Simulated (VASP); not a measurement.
Wanted: the native input for a VASP 6.6.1 run.

```
Task                   : single point
Functional             : r2SCAN
Potentials or basis    : VASP PAW PBE potentials, release 64 (Zn, S)
Cutoff                 : 520 eV
k mesh                 : 8 × 8 × 3
Occupations            : fermi-dirac, width 0.05 eV
Spin                   : no spin polarisation
Dipole correction      : no
Further INCAR settings : ALGO = Normal; EDIFF = 1e-06; NBANDS = 46
```

The system is ZnS.

```
Zn S
1.0
     3.74466    0.00000    0.00000
    -1.87233    3.24297    0.00000
     0.00000    0.00000   12.26442
Zn S
4 4
Direct
  0.66667 0.33333 0.75000
  0.33333 0.66667 0.25000
  0.00000 0.00000 0.50000
  0.00000 0.00000 0.00000
  0.66667 0.33333 0.93750
  0.33333 0.66667 0.43750
  0.00000 0.00000 0.68750
  0.00000 0.00000 0.18750
```

One way to write it, as run:

POSCAR

```
ZnS
1.0
    3.7446638178      0.0000000000      0.0000000000
   -1.8723319089      3.2429739948      0.0000000000
    0.0000000000      0.0000000000     12.2644180811
Zn S
4 4
Direct
    0.6666666667      0.3333333333      0.7500000000
    0.3333333333      0.6666666667      0.2500000000
    0.0000000000      0.0000000000      0.5000000000
    0.0000000000      0.0000000000      0.0000000000
    0.6666666667      0.3333333333      0.9375000000
    0.3333333333      0.6666666667      0.4375000000
    0.0000000000      0.0000000000      0.6875000000
    0.0000000000      0.0000000000      0.1875000000
```

INCAR.step1

```
  PREC = Accurate
  ENCUT = 520
  ISMEAR = -1
  SIGMA = 0.05
  LREAL = False
  LASPH = True
  NELM = 80
  NBANDS = 46
  GGA = PE
  ALGO = Normal
  EDIFF = 1E-4
  LWAVE = True
  LCHARG = False
```

INCAR.step2

```
  PREC = Accurate
  ENCUT = 520
  EDIFF = 1E-6
  ISMEAR = -1
  SIGMA = 0.05
  LREAL = False
  LASPH = True
  NELM = 80
  ALGO = Normal
  ISIF = 2
  LWAVE = False
  LCHARG = False
  METAGGA = R2SCAN
  LMIXTAU = True
  NBANDS = 46
  ISTART = 1
```

KPOINTS

```
Automatic mesh
0
Gamma
  8 8 3
```

Potentials or basis: VASP PAW PBE potentials, release 64 (Zn, S).

Command:

```sh
$ cat potpaw_PBE.64/Zn/POTCAR potpaw_PBE.64/S/POTCAR > POTCAR
$ cp INCAR.step1 INCAR
$ mpirun -np 1 vasp_std > vasp.out
$ cp INCAR.step2 INCAR
$ mpirun -np 1 vasp_std > vasp.out
```

Results of the run:

The pressure is 4.4 GPa. The largest force is 0.070 eV/Å and the band gap on the k mesh is 2.99 eV.

Caveat: the cell stands under pressure; the PAW data sets were made with another functional, which shifts forces and pressure a little; an odd mesh through Γ misses points on the zone boundary, where band edges can lie.

Wall time 7.1 min on 1 thread of AMD EPYC 7R13 Processor (Zen 3), with other jobs on the host, peak memory 0.31 GiB.
